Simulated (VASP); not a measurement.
# InGa2N3 (R-3m) in VASP: a series of runs

Runs on InGa2N3. Level: PBE. Tasks: single point, relaxation of cell and atoms.

Everything below comes from runs of VASP 6.6.1. Logs are shortened: lines on timing, memory, paths and dates and some standing lists are left out, and cuts for length are marked.

## Step 1: The cell of the first run

Symmetry: R-3m, No. 166, trigonal system. The conventional cell has a = 5.224 Å, b = 5.224 Å, c = 13.072 Å, α = 90.00°, β = 90.00°, γ = 120.00°. Within 3.5 Å of In (site symmetry -3m) lie 6 N at 2.65 Å and 6 Ga at 3.07 Å. Ga (site symmetry 3m) has 9 N at 3.06 to 3.15 Å and 3 In at 3.07 Å and 4 Ga at 3.19 to 3.23 Å within 4.0 Å. Within 3.4 Å of N (site symmetry 2/m) lie 4 N at 2.61 Å and 2 In at 2.65 Å and 6 Ga at 3.06 to 3.15 Å.

The cell was built from a structure type or drawn by symmetry, and may not be a known phase.

## Step 2: Single point, PBE

The input, INCAR:

```
SYSTEM = InGa2N3
PREC     = Accurate       ! precision mode
ENCUT    = 520            ! plane-wave cutoff, eV
EDIFF    = 1E-6           ! SCF threshold, eV
ISMEAR   = 0              ! smearing method
SIGMA    = 0.1            ! smearing width, eV
LREAL    = .FALSE.        ! projectors in reciprocal space
LASPH    = .TRUE.         ! aspherical terms in the spheres
NELM     = 100            ! most SCF steps
ALGO     = Normal         ! electronic algorithm
ISIF     = 2              ! what is computed and relaxed
LWAVE    = .FALSE.        ! write WAVECAR
LCHARG   = .FALSE.        ! write CHGCAR
GGA      = PE             ! functional
NBANDS   = 36             ! bands
```

The input, KPOINTS:

```
regular mesh
0
G
  6 6 6
  0 0 0
```

The input, POSCAR:

```
InGa2N3
1.0
    2.6122200900      1.5081659700      4.3572731600
   -2.6122200900      1.5081659700      4.3572731600
    0.0000000000     -3.0163319500      4.3572731600
In Ga N
1 2 3
Direct
    0.5000000000      0.5000000000      0.5000000000
    0.1222017900      0.1222017900      0.1222017900
    0.8777982100      0.8777982100      0.8777982100
    0.0000000000      0.5000000000      0.5000000000
    0.5000000000      0.0000000000      0.5000000000
    0.5000000000      0.5000000000      0.0000000000
```

Potentials or basis: VASP PAW PBE potentials, release 64 (In_d, Ga_d, N).

Launch:

```sh
> cat potpaw_PBE.64/In_d/POTCAR potpaw_PBE.64/Ga_d/POTCAR potpaw_PBE.64/N/POTCAR > POTCAR
> mpirun -np 1 vasp_std > vasp.out
```

OUTCAR:

```text
SYSTEM = InGa2N3
   PREC = Accurate
   ENCUT = 520
   EDIFF = 1E-6
   ISMEAR = 0
   LREAL = .FALSE.
   LASPH = .TRUE.
   NELM = 100
   ISIF = 2
   GGA = PE

 ion  position               nearest neighbor table
   1  0.500  0.500  0.500-   4 2.65   5 2.65   5 2.65   4 2.65   6 2.65   6 2.65   3 3.07   2 3.07
                             3 3.07   2 3.07   3 3.07   2 3.07
   2  0.122  0.122  0.122-   1 3.07   1 3.07   1 3.07
   3  0.878  0.878  0.878-   1 3.07   1 3.07   1 3.07
   4  0.000  0.500  0.500-   1 2.65   1 2.65
   5  0.500  0.000  0.500-   1 2.65   1 2.65
   6  0.500  0.500  0.000-   1 2.65   1 2.65

  LATTYP: Found a trigonal (rhomboedric) cell.
 ALAT       =     5.2994422143
 COS(alpha) =     0.5140526654

  Lattice vectors:

 A1 = (   2.6122200900,   1.5081659700,   4.3572731600)
 A2 = (  -2.6122200900,   1.5081659700,   4.3572731600)
 A3 = (   0.0000000000,  -3.0163319500,   4.3572731600)

Analysis of symmetry for initial positions (statically):
=====================================================================
 Subroutine PRICEL returns:
 Original cell was already a primitive cell.

 Routine SETGRP: Setting up the symmetry group for a
 trigonal (rhombohedral) supercell.

 Subroutine GETGRP returns: Found 12 space group operations
 (whereof 12 operations were pure point group operations)
 out of a pool of 12 trial point group operations.

The static configuration has the point symmetry D_3d.

Analysis of symmetry for dynamics (positions and initial velocities):
=====================================================================
 Subroutine PRICEL returns:
 Original cell was already a primitive cell.

 Routine SETGRP: Setting up the symmetry group for a
 trigonal (rhombohedral) supercell.

 Subroutine GETGRP returns: Found 12 space group operations
 (whereof 12 operations were pure point group operations)
 out of a pool of 12 trial point group operations.

The dynamic configuration has the point symmetry D_3d.

 Subroutine INISYM returns: Found 12 space group operations
 (whereof 12 operations are pure point group operations),
 and found     1 'primitive' translations

----------------------------------------------------------------------------------------

                                     Primitive cell

  volume of cell :     102.9971

  direct lattice vectors                    reciprocal lattice vectors
     2.612220090  1.508165970  4.357273160     0.191408068  0.110509499  0.076500445
    -2.612220090  1.508165970  4.357273160    -0.191408068  0.110509499  0.076500445
     0.000000000 -3.016331950  4.357273160     0.000000000 -0.221018999  0.076500444

  length of vectors
     5.299442214  5.299442214  5.299442218     0.233883980  0.233883980  0.233883979

  position of ions in fractional coordinates (direct lattice)
     0.500000000  0.500000000  0.500000000
     0.122201790  0.122201790  0.122201790
     0.877798210  0.877798210  0.877798210
     1.000000000  0.500000000  0.500000000
     0.500000000  1.000000000  0.500000000
     0.500000000  0.500000000  0.000000000

  ion indices of the primitive-cell ions
   primitive index   ion index
                 1           1
                 2           2
                 3           3
                 4           4
                 5           5
                 6           6

----------------------------------------------------------------------------------------

 KPOINTS: regular mesh

Automatic generation of k-mesh.
 Grid dimensions read from file:
 generate k-points for:    6    6    6

 Generating k-lattice:

  Cartesian coordinates                     Fractional coordinates (reciprocal lattice)
     0.031901345  0.018418250  0.012750074     0.166666667 -0.000000000 -0.000000000
    -0.031901345  0.018418250  0.012750074    -0.000000000  0.166666667 -0.000000000
     0.000000000 -0.036836500  0.012750074     0.000000000  0.000000000  0.166666667

  Length of vectors
     0.038980663  0.038980663  0.038980663

  Shift w.r.t. Gamma in fractional coordinates (k-lattice)
     0.000000000  0.000000000  0.000000000

 Subroutine IBZKPT returns following result:
 ===========================================

 Found     32 irreducible k-points:

 Following reciprocal coordinates:
            Coordinates               Weight
  0.000000  0.000000  0.000000      1.000000
  0.166667  0.000000  0.000000      6.000000
  0.333333  0.000000  0.000000      6.000000
  0.500000  0.000000  0.000000      3.000000
  0.166667  0.166667  0.000000      6.000000
  0.333333  0.166667  0.000000     12.000000
[... 16 lines left out ...]
  0.500000  0.500000  0.166667      6.000000
 -0.333333  0.500000  0.166667     12.000000
 [... further k-points ...]
   k-points           NKPTS =     32   k-points in BZ     NKDIM =     32   number of bands    NBANDS=     36
   number of dos      NEDOS =    301   number of ions     NIONS =      6
   total plane-waves  NPLWV =  64000
   dimension x,y,z NGX =    40 NGY =   40 NGZ =   40
   dimension x,y,z NGXF=    80 NGYF=   80 NGZF=   80
   ions per type =               1   2   3
   NGX,Y,Z   is equivalent  to a cutoff of  12.55, 12.55, 12.55 a.u.
   NGXF,Y,Z  is equivalent  to a cutoff of  25.10, 25.10, 25.10 a.u.
 SYSTEM =  InGa2N3
   PREC   = accura    normal or accurate (medium, high low for compatibility)
   ISTART =      0    job   : 0-new  1-cont  2-samecut
   ICHARG =      2    charge: 1-file 2-atom 10-const
   ISPIN  =      1    spin polarized calculation?
   LNONCOLLINEAR =      F non collinear calculations
   LSORBIT =      F    spin-orbit coupling
   LASPH  =      T    aspherical Exc in radial PAW
   ENCUT  =  520.0 eV  38.22 Ry    6.18 a.u.   9.85  9.85  9.85*2*pi/ulx,y,z
   NELM   =    100;   NELMIN=  2; NELMDL= -5     # of ELM steps
   EDIFF  = 0.1E-05   stopping-criterion for ELM
   LREAL  =      F    real-space projection
   EDIFFG = 0.1E-04   stopping-criterion for IOM
   NSW    =      0    number of steps for IOM
   IBRION =     -1    ionic relax: 0-MD 1-quasi-New 2-CG
   NFREE  =      0    steps in history (QN), initial steepest desc. (CG)
   ISIF   =      2    stress and relaxation
   ISYM   =      2    0-nonsym 1-usesym 2-fastsym
   POTIM  = 0.5000    time-step for ionic-motion
   TEBEG  =    0.0;   TEEND  =   0.0 temperature during run
   PSTRESS=    0.0 pullay stress
   NELECT =      54.0000    total number of electrons
   NUPDOWN=      -1.0000    fix difference up-down
   EMIN   =  10.00;   EMAX   =-10.00  energy-range for DOS
   EFERMI =   0.00;   METHOD = LEGACY
   ISMEAR =     0;   SIGMA  =   0.10  broadening in eV -4-tet -1-fermi 0-gaus
   EFERMI_NEDOS =   21; number of points for ismear=-14 and -15
   IALGO  =     38    algorithm
   IMIX   =      4    mixing-type and parameters
     AMIX     =   0.40;   BMIX     =  1.00
     AMIX_MAG =   1.60;   BMIX_MAG =  1.00
  volume/ion in A,a.u.               =      17.17       115.84
  Fermi-wavevector in a.u.,A,eV,Ry     =   1.320072  2.494575 23.709394  1.742591
  Thomas-Fermi vector in A             =   2.449925
   LORBIT       =      0    0 simple, 1 ext, 2 COOP (PROOUT), +10 PAW based schemes
   GGA     = PE    functional components
   LHFCALC =     F    Hartree Fock is set to
   AEXX    =    0.0000 exact exchange contribution
   IVDW    =     0    specifies the selected vdW correction
   LEPSILON=     F    determine dielectric tensor
   LRPA    =     F    only Hartree local field effects (RPA)
 non-spin polarized calculation
 Gauss-broadening in eV      SIGMA  =   0.10
  energy-cutoff  :      520.00
  volume of cell :      103.00
 maximum number of plane-waves:      2806
   NGX = 19   NGY = 19   NGZ = 19

 number of electron      54.0000007 magnetization

 Free energy of the ion-electron system (eV)
  ---------------------------------------------------
  ext. energy  EPLUGINS =         0.00000000
  ---------------------------------------------------
  free energy    TOTEN  =       -21.73286493 eV

  energy without entropy =      -21.70915017  energy(sigma->0) =      -21.72100755

 E-fermi :   3.7420     XC(G=0): -10.2970

 val. band max:        3.7258959294   @ k =   0.3333   0.3333   0.0000
 cond. band min:       3.7600639117   @ k =  -0.1667   0.1667   0.0000
 fundamental gap:      0.0341679824
 Fermi energy:         3.7419917022

 k-point     1 :       0.0000    0.0000    0.0000
  band No.  band energies     occupation
      1     -10.8755      2.00000
      2     -10.8755      2.00000
      3     -10.8607      2.00000
      4     -10.8334      2.00000
      5     -10.8334      2.00000
      6     -10.8130      2.00000
[... 28 lines left out ...]
     35       7.2353      0.00000
     36      10.2378      0.00000

 k-point     2 :       0.1667    0.0000    0.0000
  band No.  band energies     occupation
      1     -10.8792      2.00000
      2     -10.8769      2.00000
      3     -10.8582      2.00000
      4     -10.8497      2.00000
      5     -10.8415      2.00000
      6     -10.8121      2.00000
[... 28 lines left out ...]
     35       7.7261      0.00000
     36      10.0862      0.00000

 k-point     3 :       0.3333    0.0000    0.0000
  band No.  band energies     occupation
      1     -10.8987      2.00000
      2     -10.8854      2.00000
      3     -10.8674      2.00000
      4     -10.8543      2.00000
      5     -10.8311      2.00000
      6     -10.8153      2.00000
[... 28 lines left out ...]
     35       9.0941      0.00000
     36       9.9094      0.00000
[... 742 lines left out ...]
 k-point    23 :       0.5000    0.5000    0.1667
  band No.  band energies     occupation
      1     -10.9076      2.00000
      2     -10.8760      2.00000
      3     -10.8614      2.00000
      4     -10.8499      2.00000
      5     -10.8239      2.00000
      6     -10.8061      2.00000
[... 28 lines left out ...]
     35       8.9488      0.00000
     36       9.9598      0.00000

 k-point    24 :      -0.3333    0.5000    0.1667
  band No.  band energies     occupation
      1     -10.9083      2.00000
      2     -10.8912      2.00000
      3     -10.8677      2.00000
      4     -10.8499      2.00000
      5     -10.8221      2.00000
      6     -10.8156      2.00000
[... 28 lines left out ...]
     35       9.2086      0.00000
     36      10.0281      0.00000

 [... further k-points ...]

------------------------ aborting loop because EDIFF is reached ----------------------------------------

  FORCE on cell =-STRESS in cart. coord.  units (eV):
  Direction    XX          YY          ZZ          XY          YZ          ZX
  --------------------------------------------------------------------------------------
  -------------------------------------------------------------------------------------
  Total       -5.9894329     -5.9894329    -12.7071112      0.0000000      0.0000000      0.0000000
  in kB      -93.1689810    -93.1689812   -197.6662274      0.0000000      0.0000002      0.0000000
  external PRESSURE =    -128.0013965 kB  Pullay stress =       0.0000000 kB

 VOLUME and BASIS-vectors are now :
 -----------------------------------------------------------------------------
  energy-cutoff  :      520.00
  volume of cell :      103.00
      direct lattice vectors                 reciprocal lattice vectors
     2.612220090  1.508165970  4.357273160     0.191408068  0.110509499  0.076500445
    -2.612220090  1.508165970  4.357273160    -0.191408068  0.110509499  0.076500445
     0.000000000 -3.016331950  4.357273160     0.000000000 -0.221018999  0.076500444

 POSITION                                       TOTAL-FORCE (eV/Angst)
 -----------------------------------------------------------------------------------
      0.00000     -0.00000      6.53591         0.000000      0.000000      0.000000
      0.00000     -0.00000      1.59740         0.000000      0.000000     -0.409441
      0.00000     -0.00000     11.47442         0.000000     -0.000000      0.409441
     -1.30611     -0.75408      4.35727         0.000000      0.000000      0.000000
      1.30611     -0.75408      4.35727        -0.000000      0.000000      0.000000
      0.00000      1.50817      4.35727         0.000000      0.000000      0.000000
 -----------------------------------------------------------------------------------
    total drift:                               -0.000000     -0.000000      0.000000

  FREE ENERGIE OF THE ION-ELECTRON SYSTEM (eV)
  ---------------------------------------------------
  free  energy   TOTEN  =       -21.7328649337 eV

  energy  without entropy=      -21.7091501728  energy(sigma->0) =      -21.72100755
```

Run time: 60 s. Hardware: 1 thread of Intel Xeon 6975P-C (Granite Rapids), shared host; peak memory 0.3 GiB.

Results:

- Free energy: -21.7329 eV
- Pressure: -12.8 GPa
- Largest force: 0.409 eV/Å
- Band gap on the k mesh: zero (bands 27 and 28 overlap by 1.55 eV)

Forces on the atoms (eV/Å):
```
In   0.000  0.000  0.000
Ga   0.000  0.000 -0.409
Ga   0.000  0.000  0.409
N    0.000  0.000  0.000
N    0.000  0.000  0.000
N    0.000  0.000  0.000
```

Caveat: the cell stands under tension; spin-orbit coupling is left out, which moves the levels of the heavy elements.

## Step 3: Single point, PBE

This run uses another cell than the first one, of 13.58 Å³/atom.

The input, INCAR:

```
SYSTEM = InGa2N3
PREC = Accurate
ENCUT = 520
EDIFF = 1E-6
ISMEAR = 0
SIGMA = 0.1
LREAL = .False.
LASPH = .True.
NELM = 100
ALGO = Normal
ISIF = 2
LWAVE = .False.
LCHARG = .False.
GGA = PE
NBANDS = 36
```

The input, KPOINTS:

```
Automatic mesh
0
Gamma
  6 6 6
  0 0 0
```

The input, POSCAR:

```
InGa2N3
1.0
    2.9452265426      1.7004273362      2.7124968184
   -2.9452265426      1.7004273362      2.7124968184
    0.0000000000     -3.4008546754      2.7124968164
In Ga N
1 2 3
Direct
    0.5000000000      0.5000000000      0.5000000000
    0.1662531430      0.1662531430      0.1662531430
    0.8337468570      0.8337468570      0.8337468570
    0.0000000000      0.5000000000      0.5000000000
    0.5000000000      0.0000000000      0.5000000000
    0.5000000000      0.5000000000      0.0000000000
```

Potentials or basis: VASP PAW PBE potentials, release 64 (In_d, Ga_d, N).

Launch:

```sh
> cat potpaw_PBE.64/In_d/POTCAR potpaw_PBE.64/Ga_d/POTCAR potpaw_PBE.64/N/POTCAR > POTCAR
> mpirun -np 1 vasp_std > vasp.out
```

It took 28 s on 1 thread of Intel Xeon 6975P-C (Granite Rapids), shared host; peak memory 0.23 GiB.

The run converged. Its results:

```
Free energy            : -27.4799 eV
Pressure               : 0.3 GPa
Largest force          : 0.044 eV/Å
Band gap on the k mesh : zero (bands 27 and 28 overlap by 0.86 eV)
```

Forces in eV/Å, atoms in the order of the input:
```
In   0.000  0.000  0.000
Ga   0.000  0.000 -0.044
Ga   0.000  0.000  0.044
N    0.000  0.000  0.000
N    0.000  0.000  0.000
N    0.000  0.000  0.000
```

Levels at points of the mesh, in eV from the Fermi level:
```
           k point  band 25  band 26  band 27  band 28  band 29  band 30
(0.00, 0.00, 0.00)    -1.83    -0.40    -0.40    -0.03     2.75     3.82
(0.50, 0.00, 0.00)    -1.21    -0.93    -0.20     0.26     0.63     5.10
(0.50, 0.50, 0.00)    -1.79    -0.21     0.25     0.60     1.96     4.56
(0.50, 0.50, 0.50)    -0.08     0.60     0.60     0.74     4.05     4.34
```

Caveat: spin-orbit coupling is left out, which moves the levels of the heavy elements.

## Step 4: Relaxation of cell and atoms, PBE

The input, INCAR:

```
SYSTEM = InGa2N3
ALGO = Normal ; EDIFF = 1E-7
EDIFFG = -0.04 ; ENCUT = 600
GGA = PE ; IBRION = 2
ISIF = 3 ; ISMEAR = 0
LASPH = .True. ; LCHARG = .False.
LREAL = .False. ; LWAVE = .False.
NELM = 100 ; NSW = 90
PREC = Accurate ; SIGMA = 0.1
```

The input, KPOINTS:

```
k-points
0
Gamma
  6 6 6
  0 0 0
```

The input, POSCAR:

```
InGa2N3
1.0
    2.6122200900      1.5081659700      4.3572731600
   -2.6122200900      1.5081659700      4.3572731600
    0.0000000000     -3.0163319500      4.3572731600
In Ga N
1 2 3
Direct
    0.5000000000      0.5000000000      0.5000000000
    0.1222017900      0.1222017900      0.1222017900
    0.8777982100      0.8777982100      0.8777982100
    0.0000000000      0.5000000000      0.5000000000
    0.5000000000      0.0000000000      0.5000000000
    0.5000000000      0.5000000000      0.0000000000
```

Launch:

```sh
> cat potpaw_PBE.64/In_d/POTCAR potpaw_PBE.64/Ga_d/POTCAR potpaw_PBE.64/N/POTCAR > POTCAR
> mpirun -np 1 vasp_std > vasp.out
```

It took 27 min on 1 thread of Intel Xeon 6975P-C (Granite Rapids), shared host; peak memory 0.39 GiB.

Results (log left out):

- Free energy: -27.4905 eV
- Relaxed volume: 13.62 Å³/atom
- Relaxed cell: a = 4.352 Å, b = 4.352 Å, c = 4.352 Å, α = 85.47°, β = 85.47°, γ = 85.47°
- Space group after relaxing (to 0.1 Å): R-3m (No. 166)
- Pressure after relaxing: -0.1 GPa
- Largest force after relaxing: 0.013 eV/Å
- Band gap on the k mesh: zero (bands 27 and 28 overlap by 0.87 eV)

Forces in eV/Å, atoms in the order of the input:
```
In   0.000  0.000  0.000
Ga   0.000  0.000 -0.013
Ga   0.000  0.000  0.013
N    0.000  0.000  0.000
N    0.000  0.000  0.000
N    0.000  0.000  0.000
```

Stress tensor (GPa, compression positive):
```
-0.34  0.00  0.00
 0.00 -0.34  0.00
 0.00  0.00  0.31
```

Final structure:
```yaml
crystal:
  lattice:
    - [2.95346, 1.70518, 2.70412]
    - [-2.95346, 1.70518, 2.70412]
    - [0.00000, -3.41036, 2.70412]
  atoms:
    - { symbol: In, position: [0.50000, 0.50000, 0.50000] }
    - { symbol: Ga, position: [0.16508, 0.16508, 0.16508] }
    - { symbol: Ga, position: [0.83492, 0.83492, 0.83492] }
    - { symbol: N, position: [0.00000, 0.50000, 0.50000] }
    - { symbol: N, position: [0.50000, 0.00000, 0.50000] }
    - { symbol: N, position: [0.50000, 0.50000, 0.00000] }
```

Levels at points of the mesh, in eV from the Fermi level:
```csv
k point,band 23,band 24,band 25,band 26,band 27,band 28,band 29,band 30,band 31,band 32
"(0.00, 0.00, 0.00)",-1.83,-1.80,-1.80,-0.39,-0.39,-0.03,2.76,3.87,3.87,4.28
"(0.50, 0.00, 0.00)",-2.79,-2.30,-1.17,-0.92,-0.20,0.24,0.66,5.09,5.74,6.35
"(0.50, 0.50, 0.00)",-2.02,-1.97,-1.76,-0.24,0.27,0.60,1.98,4.55,5.07,6.95
"(0.50, 0.50, 0.50)",-3.82,-0.06,-0.06,0.61,0.61,0.75,4.12,4.29,6.40,6.40
```

Caveat: the volume moved by over 15 % at a fixed basis, so the end points are rough; spin-orbit coupling is left out, which moves the levels of the heavy elements.

## Step 5: Overview

| task | cell | cutoff (eV) | gap on the mesh (eV) | pressure (GPa) | largest force (eV/Å) |
| --- | --- | --- | --- | --- | --- |
| single point | a = 5.299 Å, angles 59.1°, 6 atoms, atomic positions A | 520 | none | -12.8 | 0.41 |
| single point | a = 4.350 Å, angles 85.2°, 6 atoms, atomic positions B | 520 | none | 0.3 | 0.04 |
| relaxation of cell and atoms | relaxed from a = 5.299 Å, angles 59.1°, 6 atoms, atomic positions A | 600 | none | -0.1 | 0.01 |

Alike in all rows: level PBE; potentials or basis VASP PAW PBE potentials, release 64 (In_d, Ga_d, N); no spin polarisation; k mesh 6 × 6 × 6; smearing gaussian 0.1 eV.

Caveats: spin-orbit coupling is left out, which moves the levels of the heavy elements; the cell stands under tension (at least some runs); the volume moved by over 15 % at a fixed basis, so the end points are rough (at least some runs).

Absolute energies hang on the potentials; compare differences alone.
